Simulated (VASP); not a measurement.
# AlCo (P4/mmm) in VASP: notebook

The runs below take AlCo through single point, with PBEsol.

Program: VASP 6.6.1. These are calculated values, not measurements. Logs are shortened: lines on timing, memory, paths and dates and some standing lists are left out, and cuts for length are marked.

## (1) The cell of the first run

The structure is tetragonal, space group P4/mmm (No. 123). The conventional cell has a = 3.168 Å, b = 3.168 Å, c = 2.240 Å, α = 90.00°, β = 90.00°, γ = 90.00°. Al (site symmetry 4/mmm) has 2 Al at 2.24 Å and 8 Co at 2.50 Å within 3.0 Å. Within 3.0 Å of Co (site symmetry 4/mmm) lie 2 Co at 2.24 Å and 8 Al at 2.50 Å.

## (2) Single point, PBEsol

INCAR reads:

```
ALGO = Fast ; EDIFF = 1E-6
ENCUT = 520 ; GGA = PS
ISIF = 2 ; ISMEAR = 0
LASPH = T ; LCHARG = T
LELF = T ; LREAL = F
LVHAR = T ; LWAVE = F
NBANDS = 13 ; NELM = 80
PREC = Accurate ; SIGMA = 0.15
```

KPOINTS reads:

```
k-points
0
Gamma
  24 24 24
```

POSCAR reads:

```
AlCo
1.0
    3.1684046384      0.0000000000      0.0000000000
    0.0000000000      3.1684046384      0.0000000000
    0.0000000000      0.0000000000      2.2400620793
Al Co
1 1
Direct
    0.0000000000      0.0000000000      0.0000000000
    0.5000000000      0.5000000000      0.5000000000
```

Potentials or basis: VASP PAW PBE potentials, release 64 (Al, Co).

The run is started by

```console
$ cat potpaw_PBE.64/Al/POTCAR potpaw_PBE.64/Co/POTCAR > POTCAR
$ mpirun -np 1 vasp_std > vasp.out
```

OUTCAR:

```text
EDIFF = 1E-6
   ENCUT = 520
   GGA = PS
   ISIF = 2
   ISMEAR = 0
   LASPH = T
   LREAL = F
   NELM = 80
   PREC = Accurate

 ion  position               nearest neighbor table
   1  0.000  0.000  0.000-   2 2.50   2 2.50   2 2.50   2 2.50   2 2.50   2 2.50   2 2.50   2 2.50

   2  0.500  0.500  0.500-   1 2.50   1 2.50   1 2.50   1 2.50   1 2.50   1 2.50   1 2.50   1 2.50

  LATTYP: Found a simple tetragonal cell.
 ALAT       =     3.1684046384
 C/A-ratio  =     0.7070000000

  Lattice vectors:

 A1 = (   3.1684046384,   0.0000000000,   0.0000000000)
 A2 = (   0.0000000000,   3.1684046384,   0.0000000000)
 A3 = (   0.0000000000,   0.0000000000,   2.2400620793)

Analysis of symmetry for initial positions (statically):
=====================================================================
 Subroutine PRICEL returns:
 Original cell was already a primitive cell.

 Routine SETGRP: Setting up the symmetry group for a
 simple tetragonal supercell.

 Subroutine GETGRP returns: Found 16 space group operations
 (whereof 16 operations were pure point group operations)
 out of a pool of 16 trial point group operations.

The static configuration has the point symmetry D_4h.

Analysis of symmetry for dynamics (positions and initial velocities):
=====================================================================
 Subroutine PRICEL returns:
 Original cell was already a primitive cell.

 Routine SETGRP: Setting up the symmetry group for a
 simple tetragonal supercell.

 Subroutine GETGRP returns: Found 16 space group operations
 (whereof 16 operations were pure point group operations)
 out of a pool of 16 trial point group operations.

The dynamic configuration has the point symmetry D_4h.

 Subroutine INISYM returns: Found 16 space group operations
 (whereof 16 operations are pure point group operations),
 and found     1 'primitive' translations

----------------------------------------------------------------------------------------

                                     Primitive cell

  volume of cell :      22.4875

  direct lattice vectors                    reciprocal lattice vectors
     3.168404638  0.000000000  0.000000000     0.315616253  0.000000000  0.000000000
     0.000000000  3.168404638  0.000000000     0.000000000  0.315616253  0.000000000
     0.000000000  0.000000000  2.240062079     0.000000000  0.000000000  0.446416199

  length of vectors
     3.168404638  3.168404638  2.240062079     0.315616253  0.315616253  0.446416199

  position of ions in fractional coordinates (direct lattice)
     0.000000000  0.000000000  0.000000000
     0.500000000  0.500000000  0.500000000

  ion indices of the primitive-cell ions
   primitive index   ion index
                 1           1
                 2           2

----------------------------------------------------------------------------------------

 KPOINTS: k-points

Automatic generation of k-mesh.
 Grid dimensions read from file:
 generate k-points for:   24   24   24

 Generating k-lattice:

  Cartesian coordinates                     Fractional coordinates (reciprocal lattice)
     0.013150677  0.000000000  0.000000000     0.041666667  0.000000000  0.000000000
     0.000000000  0.013150677  0.000000000     0.000000000  0.041666667  0.000000000
     0.000000000  0.000000000  0.018600675     0.000000000  0.000000000  0.041666667

  Length of vectors
     0.013150677  0.013150677  0.018600675

  Shift w.r.t. Gamma in fractional coordinates (k-lattice)
     0.000000000  0.000000000  0.000000000

 Subroutine IBZKPT returns following result:
 ===========================================

 Found   1183 irreducible k-points:

 Following reciprocal coordinates:
            Coordinates               Weight
  0.000000  0.000000  0.000000      1.000000
  0.041667  0.000000  0.000000      4.000000
  0.083333  0.000000  0.000000      4.000000
  0.125000  0.000000  0.000000      4.000000
  0.166667  0.000000  0.000000      4.000000
  0.208333  0.000000  0.000000      4.000000
[... 16 lines left out ...]
  0.416667  0.041667  0.000000      8.000000
  0.458333  0.041667  0.000000      8.000000
 [... further k-points ...]
   k-points           NKPTS =   1183   k-points in BZ     NKDIM =   1183   number of bands    NBANDS=     13
   number of dos      NEDOS =    301   number of ions     NIONS =      2
   total plane-waves  NPLWV =  10368
   dimension x,y,z NGX =    24 NGY =   24 NGZ =   18
   dimension x,y,z NGXF=    48 NGYF=   48 NGZF=   36
   ions per type =               1   1
   NGX,Y,Z   is equivalent  to a cutoff of  12.59, 12.59, 13.36 a.u.
   NGXF,Y,Z  is equivalent  to a cutoff of  25.19, 25.19, 26.72 a.u.
 SYSTEM =  unknown system
   PREC   = accura    normal or accurate (medium, high low for compatibility)
   ISTART =      0    job   : 0-new  1-cont  2-samecut
   ICHARG =      2    charge: 1-file 2-atom 10-const
   ISPIN  =      1    spin polarized calculation?
   LNONCOLLINEAR =      F non collinear calculations
   LSORBIT =      F    spin-orbit coupling
   LASPH  =      T    aspherical Exc in radial PAW
   ENCUT  =  520.0 eV  38.22 Ry    6.18 a.u.   5.89  5.89  4.17*2*pi/ulx,y,z
   NELM   =     80;   NELMIN=  2; NELMDL= -5     # of ELM steps
   EDIFF  = 0.1E-05   stopping-criterion for ELM
   LREAL  =      F    real-space projection
   EDIFFG = 0.1E-04   stopping-criterion for IOM
   NSW    =      0    number of steps for IOM
   IBRION =     -1    ionic relax: 0-MD 1-quasi-New 2-CG
   NFREE  =      0    steps in history (QN), initial steepest desc. (CG)
   ISIF   =      2    stress and relaxation
   ISYM   =      2    0-nonsym 1-usesym 2-fastsym
   POTIM  = 0.5000    time-step for ionic-motion
   TEBEG  =    0.0;   TEEND  =   0.0 temperature during run
   PSTRESS=    0.0 pullay stress
   NELECT =      12.0000    total number of electrons
   NUPDOWN=      -1.0000    fix difference up-down
   EMIN   =  10.00;   EMAX   =-10.00  energy-range for DOS
   EFERMI =   0.00;   METHOD = LEGACY
   ISMEAR =     0;   SIGMA  =   0.15  broadening in eV -4-tet -1-fermi 0-gaus
   EFERMI_NEDOS =   21; number of points for ismear=-14 and -15
   IALGO  =     68    algorithm
   IMIX   =      4    mixing-type and parameters
     AMIX     =   0.40;   BMIX     =  1.00
     AMIX_MAG =   1.60;   BMIX_MAG =  1.00
  volume/ion in A,a.u.               =      11.24        75.88
  Fermi-wavevector in a.u.,A,eV,Ry     =   1.327868  2.509306 23.990236  1.763233
  Thomas-Fermi vector in A             =   2.457148
   LORBIT       =      0    0 simple, 1 ext, 2 COOP (PROOUT), +10 PAW based schemes
   GGA     = PS    functional components
   LHFCALC =     F    Hartree Fock is set to
   AEXX    =    0.0000 exact exchange contribution
   IVDW    =     0    specifies the selected vdW correction
   LEPSILON=     F    determine dielectric tensor
   LRPA    =     F    only Hartree local field effects (RPA)
 non-spin polarized calculation
 RMM-DIIS sequential band-by-band and
 Gauss-broadening in eV      SIGMA  =   0.15
  energy-cutoff  :      520.00
  volume of cell :       22.49
 maximum number of plane-waves:       640
 NGX is ok and might be reduce to    24

 number of electron      11.9999992 magnetization

 Free energy of the ion-electron system (eV)
  ---------------------------------------------------
  ext. energy  EPLUGINS =         0.00000000
  ---------------------------------------------------
  free energy    TOTEN  =       -11.60100113 eV

  energy without entropy =      -11.56520238  energy(sigma->0) =      -11.58310176

 E-fermi :  10.7472     XC(G=0): -12.5052

 val. band max:       10.7468850025   @ k =   0.0833   0.0833   0.0417
 cond. band min:      10.7484519239   @ k =   0.0417   0.0000   0.0417
 fundamental gap:      0.0015669215
 Fermi energy:        10.7471723665

 k-point     1 :       0.0000    0.0000    0.0000
  band No.  band energies     occupation
      1      -0.5041      2.00000
      2       7.3262      2.00000
      3       7.5807      2.00000
      4       9.2765      2.00000
      5      10.8535      0.31603
      6      10.8535      0.31603
      7      13.0272      0.00000
      8      13.0272      0.00000
      9      17.3451      0.00000
     10      18.2164      0.00000
     11      27.7371      0.00000
     12      27.9407      0.00000
     13      28.7002      0.00000

 k-point     2 :       0.0417    0.0000    0.0000
  band No.  band energies     occupation
      1      -0.4777      2.00000
      2       7.3237      2.00000
      3       7.5709      2.00000
      4       9.2505      2.00000
      5      10.8509      0.32815
      6      10.8539      0.31421
      7      12.8513      0.00000
      8      13.0800      0.00000
      9      17.4608      0.00000
     10      18.3233      0.00000
     11      27.0722      0.00000
     12      27.9664      0.00000
     13      28.3741      0.00000

 k-point     3 :       0.0833    0.0000    0.0000
  band No.  band energies     occupation
      1      -0.3985      2.00000
      2       7.3087      2.00000
      3       7.5443      2.00000
      4       9.1771      2.00000
      5      10.8432      0.36538
      6      10.8551      0.30887
      7      12.4146      0.00000
      8      13.2334      0.00000
      9      17.6196      0.00000
     10      18.7446      0.00000
     11      26.1230      0.00000
     12      27.7767      0.00000
     13      28.0446      0.00000
[... 305 lines left out ...]
 k-point    23 :       0.4167    0.0417    0.0000
  band No.  band energies     occupation
      1       2.0008      2.00000
      2       4.4180      2.00000
      3       7.6097      2.00000
      4       8.2727      2.00000
      5      10.1844      2.00000
      6      10.7125      1.25656
      7      10.8730      0.23540
      8      16.1639      0.00000
      9      17.4318      0.00000
     10      19.5360      0.00000
     11      24.2780      0.00000
     12      26.3707      0.00000
     13      30.3988      0.00000

 k-point    24 :       0.4583    0.0417    0.0000
  band No.  band energies     occupation
      1       2.4222      2.00000
      2       3.9190      2.00000
      3       7.6191      2.00000
      4       8.2360      2.00000
      5      10.1783      2.00000
      6      10.7050      1.30880
      7      10.8742      0.23100
      8      16.5492      0.00000
      9      17.3518      0.00000
     10      19.1079      0.00000
     11      24.1544      0.00000
     12      26.8834      0.00000
     13      30.8724      0.00000

 [... further k-points ...]

------------------------ aborting loop because EDIFF is reached ----------------------------------------

  FORCE on cell =-STRESS in cart. coord.  units (eV):
  Direction    XX          YY          ZZ          XY          YZ          ZX
  --------------------------------------------------------------------------------------
  -------------------------------------------------------------------------------------
  Total       -1.6028277     -1.6028277     12.2211147      0.0000000     -0.0000000      0.0000000
  in kB     -114.1973641   -114.1973641    870.7231034      0.0000000     -0.0000000      0.0000000
  external PRESSURE =     214.1094584 kB  Pullay stress =       0.0000000 kB

 VOLUME and BASIS-vectors are now :
 -----------------------------------------------------------------------------
  energy-cutoff  :      520.00
  volume of cell :       22.49
      direct lattice vectors                 reciprocal lattice vectors
     3.168404638  0.000000000  0.000000000     0.315616253  0.000000000  0.000000000
     0.000000000  3.168404638  0.000000000     0.000000000  0.315616253  0.000000000
     0.000000000  0.000000000  2.240062079     0.000000000  0.000000000  0.446416199

 POSITION                                       TOTAL-FORCE (eV/Angst)
 -----------------------------------------------------------------------------------
      0.00000      0.00000      0.00000         0.000000      0.000000      0.000000
      1.58420      1.58420      1.12003         0.000000      0.000000      0.000000
 -----------------------------------------------------------------------------------
    total drift:                                0.000000     -0.000000     -0.000000

  FREE ENERGIE OF THE ION-ELECTRON SYSTEM (eV)
  ---------------------------------------------------
  free  energy   TOTEN  =       -11.6010011315 eV

  energy  without entropy=      -11.5652023812  energy(sigma->0) =      -11.58310176
```

It took 1.9 min on 1 thread of Intel Xeon 6975P-C (Granite Rapids), shared host; peak memory 0.46 GiB.

What came out:

| Quantity | Value |
| --- | --- |
| Free energy | -11.6010 eV |
| Pressure | 21.4 GPa |
| Band gap on the k mesh | zero (bands 6 and 7 overlap by 3.29 eV) |

Stress tensor (GPa, compression positive):
```
-11.42   0.00   0.00
  0.00 -11.42   0.00
  0.00   0.00  87.07
```

Levels at points of the mesh, in eV from the Fermi level:
| k point | band 3 | band 4 | band 5 | band 6 | band 7 | band 8 | band 9 | band 10 |
| --- | --- | --- | --- | --- | --- | --- | --- | --- |
| (0.00, 0.00, 0.00) | -3.17 | -1.47 | 0.11 | 0.11 | 2.28 | 2.28 | 6.60 | 7.47 |
| (0.50, 0.00, 0.00) | -3.12 | -2.51 | -0.57 | -0.04 | 0.13 | 6.36 | 6.75 | 7.76 |
| (0.50, 0.50, 0.00) | -4.08 | -3.95 | -0.64 | -0.03 | -0.03 | 0.21 | 1.70 | 16.95 |
| (0.00, 0.00, 0.50) | -2.61 | -2.61 | -1.55 | -0.82 | 2.23 | 8.41 | 8.41 | 9.44 |
| (0.50, 0.00, 0.50) | -2.34 | -2.29 | -1.43 | -0.20 | -0.07 | 4.71 | 4.78 | 11.47 |
| (0.50, 0.50, 0.50) | -3.46 | -0.30 | 0.40 | 2.83 | 2.83 | 3.26 | 3.86 | 5.10 |

Caveat: the cell stands under pressure; the PAW data sets were made with another functional, which shifts forces and pressure a little; the run has no spin polarisation, though such a crystal can be magnetic.

## (3) Single point, PBEsol

This run uses another cell than the first one, of the same volume but with other edges.

INCAR reads:

```
SYSTEM = AlCo
  PREC = Accurate
  ENCUT = 520
  EDIFF = 1E-7
  ISMEAR = 0
  SIGMA = 0.15
  LREAL = .False.
  LASPH = .True.
  NELM = 80
  ALGO = Fast
  ISIF = 2
  LWAVE = .False.
  LCHARG = .False.
  GGA = PS
  NBANDS = 13
```

KPOINTS reads:

```
regular mesh
0
Gamma
  24 24 24
  0 0 0
```

POSCAR reads:

```
AlCo
1.0
    2.5147644280      0.0000000000      0.0000000000
    0.0000000000      2.5147644280      0.0000000000
    0.0000000000      0.0000000000      3.5558769012
Al Co
1 1
Direct
    0.0000000000      0.0000000000      0.0000000000
    0.5000000000      0.5000000000      0.5000000000
```

Potentials or basis: VASP PAW PBE potentials, release 64 (Al, Co).

The run is started by

```console
$ cat potpaw_PBE.64/Al/POTCAR potpaw_PBE.64/Co/POTCAR > POTCAR
$ mpirun -np 1 vasp_std > vasp.out
```

Run time: 2.6 min. Hardware: 1 thread of Intel Xeon 6975P-C (Granite Rapids), shared host; peak memory 0.45 GiB.

It converged, with:

```yaml
Free_energy: -12.5569 eV
Pressure: 7.2 GPa
Band_gap_on_the_k_mesh: zero (bands 6 and 7 overlap by 3.02 eV)
```

Stress tensor (GPa, compression positive):
```
 17.45   0.00   0.00
  0.00  17.45   0.00
  0.00   0.00 -13.33
```

Levels at points of the mesh, in eV from the Fermi level:
| k point | band 2 | band 3 | band 4 | band 5 | band 6 | band 7 | band 8 | band 9 | band 10 | band 11 |
| --- | --- | --- | --- | --- | --- | --- | --- | --- | --- | --- |
| (0.00, 0.00, 0.00) | -3.30 | -2.66 | -0.45 | -0.45 | -0.33 | 0.27 | 5.27 | 10.19 | 11.09 | 11.09 |
| (0.50, 0.00, 0.00) | -5.22 | -2.90 | -2.15 | -0.72 | -0.23 | 1.49 | 5.35 | 6.79 | 8.50 | 11.36 |
| (0.50, 0.50, 0.00) | -2.22 | -2.06 | -2.06 | -0.64 | -0.64 | 0.90 | 4.46 | 5.96 | 9.65 | 12.16 |
| (0.00, 0.00, 0.50) | -7.21 | -2.54 | -1.33 | -0.61 | -0.61 | 0.27 | 9.56 | 12.22 | 13.97 | 13.97 |
| (0.50, 0.00, 0.50) | -3.79 | -2.98 | -1.98 | -0.86 | -0.71 | -0.37 | 2.63 | 3.12 | 15.95 | 17.63 |
| (0.50, 0.50, 0.50) | -3.35 | -3.35 | -0.42 | 0.90 | 2.26 | 3.68 | 3.68 | 4.40 | 4.40 | 5.28 |

Caveat: the cell stands under pressure; the PAW data sets were made with another functional, which shifts forces and pressure a little; the run has no spin polarisation, though such a crystal can be magnetic. Spin polarisation is off, so any magnetic state and its effect on volume and gap are missing.

(Continued in part 2 of 3.)
